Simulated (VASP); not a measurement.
# Rh (I4/mmm) in VASP: a series of runs

Rh is run at these levels: PBEsol; tasks: electric field gradients.

All numbers are computed with VASP 6.6.1; they aren't measurements. Logs are shortened: lines on timing, memory, paths and dates and some standing lists are left out, and cuts for length are marked.

## Step 1: The cell of the first run

It takes space group I4/mmm (No. 139, tetragonal). The conventional cell has a = 2.689 Å, b = 2.689 Å, c = 3.765 Å, α = 90.00°, β = 90.00°, γ = 90.00°. Within 3.5 Å of Rh (site symmetry 4/mmm) lie 12 Rh at 2.68 to 2.69 Å.

## Step 2: Electric field gradients, PBEsol (zz strain of -1 %)

File INCAR:

```
SYSTEM = Rh
ALGO = Normal
EDIFF = 1E-8
ENCUT = 400
GGA = PS
GGA_COMPAT = .FALSE.
ISIF = 2
ISMEAR = -1
LASPH = .TRUE.
LCHARG = .FALSE.
LEFG = .TRUE.
LREAL = .FALSE.
LWAVE = .FALSE.
NBANDS = 14
NELM = 120
PREC = Accurate
SIGMA = 0.08
```

File KPOINTS:

```
k-points
0
G
  16 16 16
  0 0 0
```

File POSCAR:

```
Rh
1.0
    0.0000000000      1.9015500000      1.8825345000
    1.9015500000      0.0000000000      1.8825345000
    1.9015500000      1.9015500000      0.0000000000
Rh
1
Direct
    0.0000000000      0.0000000000      0.0000000000
```

Potentials or basis: VASP PAW PBE potentials, release 64 (Rh_pv).

Launch:

```sh
cat potpaw_PBE.64/Rh_pv/POTCAR > POTCAR
mpirun -np 1 vasp_std > vasp.out
```

OUTCAR:

```text
SYSTEM = Rh
   EDIFF = 1E-8
   ENCUT = 400
   GGA = PS
   ISIF = 2
   ISMEAR = -1
   LASPH = .TRUE.
   LREAL = .FALSE.
   NELM = 120
   PREC = Accurate

 ion  position               nearest neighbor table
   1  0.000  0.000  0.000-

  LATTYP: Found a body centered tetragonal cell.
 ALAT       =     2.6891977995
 C/A-ratio  =     1.4000714267

  Lattice vectors:

 A1 = (   0.0000000000,  -1.9015500000,  -1.8825345000)
 A2 = (   0.0000000000,   1.9015500000,  -1.8825345000)
 A3 = (   1.9015500000,   0.0000000000,   1.8825345000)

Analysis of symmetry for initial positions (statically):
=====================================================================
 Subroutine PRICEL returns:
 Original cell was already a primitive cell.

 Routine SETGRP: Setting up the symmetry group for a
 body centered tetragonal supercell.

 Subroutine GETGRP returns: Found 16 space group operations
 (whereof 16 operations were pure point group operations)
 out of a pool of 16 trial point group operations.

The static configuration has the point symmetry D_4h.

Analysis of symmetry for dynamics (positions and initial velocities):
=====================================================================
 Subroutine PRICEL returns:
 Original cell was already a primitive cell.

 Routine SETGRP: Setting up the symmetry group for a
 body centered tetragonal supercell.

 Subroutine GETGRP returns: Found 16 space group operations
 (whereof 16 operations were pure point group operations)
 out of a pool of 16 trial point group operations.

The dynamic configuration has the point symmetry D_4h.

 Subroutine INISYM returns: Found 16 space group operations
 (whereof 16 operations are pure point group operations),
 and found     1 'primitive' translations

----------------------------------------------------------------------------------------

                                     Primitive cell

  volume of cell :      13.6141

  direct lattice vectors                    reciprocal lattice vectors
     0.000000000  1.901550000  1.882534500    -0.262943388  0.262943388  0.265599382
     1.901550000  0.000000000  1.882534500     0.262943388 -0.262943388  0.265599382
     1.901550000  1.901550000  0.000000000     0.262943388  0.262943388 -0.265599382

  length of vectors
     2.675785594  2.675785594  2.689197800     0.456969893  0.456969893  0.456969893

  position of ions in fractional coordinates (direct lattice)
     0.000000000  0.000000000  0.000000000

  ion indices of the primitive-cell ions
   primitive index   ion index
                 1           1

----------------------------------------------------------------------------------------

 KPOINTS: k-points

Automatic generation of k-mesh.
 Grid dimensions read from file:
 generate k-points for:   16   16   16

 Generating k-lattice:

  Cartesian coordinates                     Fractional coordinates (reciprocal lattice)
    -0.016433962  0.016433962  0.016599961     0.062500000  0.000000000  0.000000000
     0.016433962 -0.016433962  0.016599961     0.000000000  0.062500000  0.000000000
     0.016433962  0.016433962 -0.016599961    -0.000000000 -0.000000000  0.062500000

  Length of vectors
     0.028560618  0.028560618  0.028560618

  Shift w.r.t. Gamma in fractional coordinates (k-lattice)
     0.000000000  0.000000000  0.000000000

 Subroutine IBZKPT returns following result:
 ===========================================

 Found    349 irreducible k-points:

 Following reciprocal coordinates:
            Coordinates               Weight
  0.000000  0.000000  0.000000      1.000000
  0.062500  0.000000  0.000000      8.000000
  0.125000  0.000000  0.000000      8.000000
  0.187500  0.000000  0.000000      8.000000
  0.250000  0.000000  0.000000      8.000000
  0.312500  0.000000  0.000000      8.000000
[... 16 lines left out ...]
 -0.125000  0.062500  0.000000      8.000000
 -0.062500  0.062500  0.000000      4.000000
 [... further k-points ...]
   k-points           NKPTS =    349   k-points in BZ     NKDIM =    349   number of bands    NBANDS=     14
   number of dos      NEDOS =    301   number of ions     NIONS =      1
   total plane-waves  NPLWV =   5832
   dimension x,y,z NGX =    18 NGY =   18 NGZ =   18
   dimension x,y,z NGXF=    36 NGYF=   36 NGZF=   36
   ions per type =               1
   NGX,Y,Z   is equivalent  to a cutoff of  11.18, 11.18, 11.13 a.u.
   NGXF,Y,Z  is equivalent  to a cutoff of  22.37, 22.37, 22.26 a.u.
 SYSTEM =  Rh
   PREC   = accura    normal or accurate (medium, high low for compatibility)
   ISTART =      0    job   : 0-new  1-cont  2-samecut
   ICHARG =      2    charge: 1-file 2-atom 10-const
   ISPIN  =      1    spin polarized calculation?
   LNONCOLLINEAR =      F non collinear calculations
   LSORBIT =      F    spin-orbit coupling
   LASPH  =      T    aspherical Exc in radial PAW
   ENCUT  =  400.0 eV  29.40 Ry    5.42 a.u.   4.36  4.36  4.39*2*pi/ulx,y,z
   NELM   =    120;   NELMIN=  2; NELMDL= -5     # of ELM steps
   EDIFF  = 0.1E-07   stopping-criterion for ELM
   LREAL  =      F    real-space projection
   EDIFFG = 0.1E-06   stopping-criterion for IOM
   NSW    =      0    number of steps for IOM
   IBRION =     -1    ionic relax: 0-MD 1-quasi-New 2-CG
   NFREE  =      0    steps in history (QN), initial steepest desc. (CG)
   ISIF   =      2    stress and relaxation
   ISYM   =      2    0-nonsym 1-usesym 2-fastsym
   POTIM  = 0.5000    time-step for ionic-motion
   TEBEG  =    0.0;   TEEND  =   0.0 temperature during run
   PSTRESS=    0.0 pullay stress
   NELECT =      15.0000    total number of electrons
   NUPDOWN=      -1.0000    fix difference up-down
   EMIN   =  10.00;   EMAX   =-10.00  energy-range for DOS
   EFERMI =   0.00;   METHOD = LEGACY
   ISMEAR =    -1;   SIGMA  =   0.08  broadening in eV -4-tet -1-fermi 0-gaus
   EFERMI_NEDOS =   21; number of points for ismear=-14 and -15
   IALGO  =     38    algorithm
   IMIX   =      4    mixing-type and parameters
     AMIX     =   0.40;   BMIX     =  1.00
     AMIX_MAG =   1.60;   BMIX_MAG =  1.00
  volume/ion in A,a.u.               =      13.61        91.87
  Fermi-wavevector in a.u.,A,eV,Ry     =   1.690866  3.195273 38.899420  2.859027
  Thomas-Fermi vector in A             =   2.772736
   LORBIT       =      0    0 simple, 1 ext, 2 COOP (PROOUT), +10 PAW based schemes
   GGA     = PS    functional components
   LHFCALC =     F    Hartree Fock is set to
   AEXX    =    0.0000 exact exchange contribution
   IVDW    =     0    specifies the selected vdW correction
   LEPSILON=     F    determine dielectric tensor
   LRPA    =     F    only Hartree local field effects (RPA)
 non-spin polarized calculation
  energy-cutoff  :      400.00
  volume of cell :       13.61
 maximum number of plane-waves:       262
 NGX is ok and might be reduce to    18
   NGX =  9   NGY =  9   NGZ =  9

 number of electron      15.0000008 magnetization

 Free energy of the ion-electron system (eV)
  ---------------------------------------------------
  ext. energy  EPLUGINS =         0.00000000
  ---------------------------------------------------
  free energy    TOTEN  =        -8.14973543 eV

  energy without entropy =       -8.12065620  energy(sigma->0) =       -8.13519582

 E-fermi :  11.9334     XC(G=0): -14.2816

 val. band max:       11.9295903253   @ k =  -0.3750  -0.0000   0.0625
 cond. band min:      11.9384536185   @ k =   0.3125  -0.0000   0.2500
 fundamental gap:      0.0088632931
 Fermi energy:        11.9333706804

 k-point     1 :       0.0000    0.0000    0.0000
  band No.  band energies     occupation
      1     -34.4119      2.00000
      2     -34.4119      2.00000
      3     -34.4067      2.00000
      4       3.8075      2.00000
      5       8.7601      2.00000
      6       8.7601      2.00000
      7       8.8697      2.00000
      8      10.8754      2.00000
      9      11.0082      1.99998
     10      27.8654      0.00000
     11      32.2990      0.00000
     12      33.2646      0.00000
     13      33.2646      0.00000
     14      33.5832      0.00000
[... 375 lines left out ...]
 k-point    24 :      -0.0625    0.0625    0.0000
  band No.  band energies     occupation
      1     -34.4826      2.00000
      2     -34.4288      2.00000
      3     -34.4180      2.00000
      4       4.2218      2.00000
      5       8.5646      2.00000
      6       8.9089      2.00000
      7       9.0607      2.00000
      8      10.6896      2.00000
      9      11.0240      1.99998
     10      28.4622      0.00000
     11      31.6313      0.00000
     12      32.3044      0.00000
     13      33.6262      0.00000
     14      34.1209      0.00000

 [... further k-points ...]

------------------------ aborting loop because EDIFF is reached ----------------------------------------

  FORCE on cell =-STRESS in cart. coord.  units (eV):
  Direction    XX          YY          ZZ          XY          YZ          ZX
  --------------------------------------------------------------------------------------
  -------------------------------------------------------------------------------------
  Total       -0.3551235     -0.3551235     -0.1432803      0.0000000      0.0000000     -0.0000000
  in kB      -41.7928105    -41.7928105    -16.8619865      0.0000000      0.0000000     -0.0000000
  external PRESSURE =     -33.4825358 kB  Pullay stress =       0.0000000 kB

 VOLUME and BASIS-vectors are now :
 -----------------------------------------------------------------------------
  energy-cutoff  :      400.00
  volume of cell :       13.61
      direct lattice vectors                 reciprocal lattice vectors
     0.000000000  1.901550000  1.882534500    -0.262943388  0.262943388  0.265599382
     1.901550000  0.000000000  1.882534500     0.262943388 -0.262943388  0.265599382
     1.901550000  1.901550000  0.000000000     0.262943388  0.262943388 -0.265599382

 POSITION                                       TOTAL-FORCE (eV/Angst)
 -----------------------------------------------------------------------------------
      0.00000      0.00000      0.00000         0.000000      0.000000      0.000000
 -----------------------------------------------------------------------------------
    total drift:                                0.000000      0.000000      0.000000

  FREE ENERGIE OF THE ION-ELECTRON SYSTEM (eV)
  ---------------------------------------------------
  free  energy   TOTEN  =        -8.1497354346 eV

  energy  without entropy=       -8.1206562036  energy(sigma->0) =       -8.13519582

 Electric field gradients (V/A^2)
---------------------------------------------------------------------
 ion       V_xx      V_yy      V_zz      V_xy      V_xz      V_yz
---------------------------------------------------------------------
   1       0.476     0.476    -0.953     0.001     0.001     0.001
---------------------------------------------------------------------

 Electric field gradients after diagonalization (V/A^2)
 (convention: |V_zz| > |V_xx| > |V_yy|)
----------------------------------------------------------------------
 ion       V_xx      V_yy      V_zz     asymmetry (V_yy - V_xx)/ V_zz
----------------------------------------------------------------------
   1       0.477     0.476    -0.953       0.002
----------------------------------------------------------------------

           NMR quadrupolar parameters

 Cq : quadrupolar parameter    Cq=e*Q*V_zz/h
 eta: asymmetry parameters     (V_yy - V_xx)/ V_zz
 Q  : nuclear electric quadrupole moment in mb (millibarn)
----------------------------------------------------------------------
 ion       Cq(MHz)       eta       Q (mb)
----------------------------------------------------------------------
   1      -0.002       0.002       1.000
----------------------------------------------------------------------
```

It took 26 s on 1 thread of Intel Xeon Platinum 8375C at 2.90GHz (Ice Lake), shared host; peak memory 0.15 GiB.

What came out:

```yaml
Free_energy: -8.1497 eV
Pressure: -3.3 GPa
Band_gap_on_the_k_mesh: zero (an odd number of electrons rules out a gap without spin polarisation)
Largest_electric_field_gradient_by_atom: Rh -1.0 V/Å²
```

Levels at points of the mesh, in eV from the Fermi level:
```
           k point  band 3  band 4  band 5  band 6  band 7  band 8  band 9  band 10  band 11  band 12
(0.00, 0.00, 0.00)  -46.34   -8.13   -3.17   -3.17   -3.06   -1.06   -0.93    15.93    20.37    21.33
(0.50, 0.00, 0.00)  -46.44   -6.24   -3.27   -3.15    0.57    0.63    0.64     8.70    15.44    20.37
(0.50, 0.50, 0.00)  -46.63   -6.44   -6.07    0.57    1.02    1.02    3.34    12.55    13.17    13.17
(0.50, 0.00, 0.50)  -46.61   -6.43   -6.06    0.58    0.97    1.06    3.12    12.26    13.30    13.41
```

Electric field gradients, principal values (V/Å²):
```
atom  least  middle  greatest (by size)
1 Rh  0.476   0.477              -0.953
```

Caveat: the cell differs from its parent crystal (zz strain of -1 %); the cell stands under tension; without QUAD_EFG the Cq values of the log hold for a quadrupole moment of 1 mb, not for the nuclei; the PAW data sets were made with another functional, which shifts forces and pressure a little.

## Step 3: Electric field gradients, PBEsol (zz strain of +1 %)

File INCAR:

```
SYSTEM = Rh
PREC = Accurate ; ENCUT = 400
EDIFF = 1E-8 ; ISMEAR = -1
SIGMA = 0.08 ; LREAL = .False.
LASPH = .True. ; NELM = 120
ALGO = Normal ; ISIF = 2
LWAVE = .False. ; LCHARG = .False.
GGA = PS ; LEFG = .True.
NBANDS = 14 ; GGA_COMPAT = .False.
```

File KPOINTS:

```
regular mesh
0
Gamma
  16 16 16
  0 0 0
```

File POSCAR:

```
Rh
1.0
    0.0000000000      1.9015500000      1.9205655000
    1.9015500000      0.0000000000      1.9205655000
    1.9015500000      1.9015500000      0.0000000000
Rh
1
Direct
    0.0000000000      0.0000000000      0.0000000000
```

Potentials or basis: VASP PAW PBE potentials, release 64 (Rh_pv).

Launch:

```sh
cat potpaw_PBE.64/Rh_pv/POTCAR > POTCAR
mpirun -np 1 vasp_std > vasp.out
```

OUTCAR:

```text
SYSTEM = Rh
   PREC = Accurate
   ENCUT = 400
   EDIFF = 1E-8
   ISMEAR = -1
   LREAL = .False.
   LASPH = .True.
   NELM = 120
   ISIF = 2
   GGA = PS

 ion  position               nearest neighbor table
   1  0.000  0.000  0.000-

  LATTYP: Found a body centered tetragonal cell.
 ALAT       =     2.6891977995
 C/A-ratio  =     1.4283556980

  Lattice vectors:

 A1 = (  -1.9015500000,   0.0000000000,   1.9205655000)
 A2 = (   1.9015500000,   0.0000000000,   1.9205655000)
 A3 = (   0.0000000000,   1.9015500000,  -1.9205655000)

Analysis of symmetry for initial positions (statically):
=====================================================================
 Subroutine PRICEL returns:
 Original cell was already a primitive cell.

 Routine SETGRP: Setting up the symmetry group for a
 body centered tetragonal supercell.

 Subroutine GETGRP returns: Found 16 space group operations
 (whereof 16 operations were pure point group operations)
 out of a pool of 16 trial point group operations.
[... 589 lines left out ...]
 -----------------------------------------------------------------------------
  energy-cutoff  :      400.00
  volume of cell :       13.89
      direct lattice vectors                 reciprocal lattice vectors
     0.000000000  1.901550000  1.920565500    -0.262943388  0.262943388  0.260339988
     1.901550000  0.000000000  1.920565500     0.262943388 -0.262943388  0.260339988
     1.901550000  1.901550000  0.000000000     0.262943388  0.262943388 -0.260339988

 POSITION                                       TOTAL-FORCE (eV/Angst)
 -----------------------------------------------------------------------------------
      0.00000      0.00000      0.00000         0.000000      0.000000     -0.000000
 -----------------------------------------------------------------------------------
    total drift:                                0.000000     -0.000000      0.000000

  FREE ENERGIE OF THE ION-ELECTRON SYSTEM (eV)
  ---------------------------------------------------
  free  energy   TOTEN  =        -8.1415951214 eV

  energy  without entropy=       -8.1116068960  energy(sigma->0) =       -8.12660101

 Electric field gradients (V/A^2)
---------------------------------------------------------------------
 ion       V_xx      V_yy      V_zz      V_xy      V_xz      V_yz
---------------------------------------------------------------------
   1      -0.420    -0.420     0.839     0.001     0.001     0.001
---------------------------------------------------------------------

 Electric field gradients after diagonalization (V/A^2)
 (convention: |V_zz| > |V_xx| > |V_yy|)
----------------------------------------------------------------------
 ion       V_xx      V_yy      V_zz     asymmetry (V_yy - V_xx)/ V_zz
----------------------------------------------------------------------
   1      -0.421    -0.418     0.839       0.004
----------------------------------------------------------------------

           NMR quadrupolar parameters

 Cq : quadrupolar parameter    Cq=e*Q*V_zz/h
 eta: asymmetry parameters     (V_yy - V_xx)/ V_zz
 Q  : nuclear electric quadrupole moment in mb (millibarn)
----------------------------------------------------------------------
 ion       Cq(MHz)       eta       Q (mb)
----------------------------------------------------------------------
   1       0.002       0.004       1.000
----------------------------------------------------------------------
```

OSZICAR:

```text
N       E                     dE             d eps       ncg     rms          rms(c)
DAV:   1     0.998791586308E+02    0.99879E+02   -0.75549E+03  9830   0.944E+02
DAV:   2    -0.749204306302E+01   -0.10737E+03   -0.10281E+03 10900   0.301E+02
DAV:   3    -0.877199965047E+01   -0.12800E+01   -0.12784E+01 11830   0.366E+01
DAV:   4    -0.877668309322E+01   -0.46834E-02   -0.46831E-02 11272   0.227E+00
DAV:   5    -0.877672007966E+01   -0.36986E-04   -0.36986E-04 11470   0.176E-01    0.108E+01
DAV:   6    -0.816589655326E+01    0.61082E+00   -0.10495E+00 10498   0.140E+01    0.328E+00
DAV:   7    -0.814635037934E+01    0.19546E-01   -0.19743E-02 11134   0.159E+00    0.155E+00
DAV:   8    -0.814178062078E+01    0.45698E-02   -0.44238E-03 10432   0.907E-01    0.194E-01
DAV:   9    -0.814159017234E+01    0.19045E-03   -0.18883E-04 10372   0.190E-01    0.252E-02
DAV:  10    -0.814159499589E+01   -0.48236E-05   -0.22259E-06 11008   0.162E-02    0.486E-03
DAV:  11    -0.814159518451E+01   -0.18863E-06   -0.42332E-07 11284   0.900E-03    0.369E-04
DAV:  12    -0.814159512533E+01    0.59180E-07   -0.64397E-09  6920   0.111E-03    0.502E-05
DAV:  13    -0.814159512144E+01    0.38972E-08   -0.32399E-10  5084   0.229E-04
   1 F= -.81415951E+01 E0= -.81266010E+01  d E =-.299882E-01
```

Wall time 26 s (1 thread of Intel Xeon Platinum 8375C at 2.90GHz (Ice Lake), shared host); peak memory 0.15 GiB.

Results:

```
Free energy                             : -8.1416 eV
Pressure                                : -8.7 GPa
Band gap on the k mesh                  : zero (an odd number of electrons rules out a gap without spin polarisation)
Largest electric field gradient by atom : Rh +0.8 V/Å²
```

Stress tensor (GPa, compression positive):
```
 -7.91   0.00   0.00
  0.00  -7.91   0.00
  0.00   0.00 -10.26
```

Electric field gradients, principal values (V/Å²):
| atom | least | middle | greatest (by size) |
| --- | --- | --- | --- |
| 1 Rh | -0.418 | -0.421 | 0.839 |

Caveat: the cell differs from its parent crystal (zz strain of +1 %); the cell stands under tension; without QUAD_EFG the Cq values of the log hold for a quadrupole moment of 1 mb, not for the nuclei; the PAW data sets were made with another functional, which shifts forces and pressure a little.
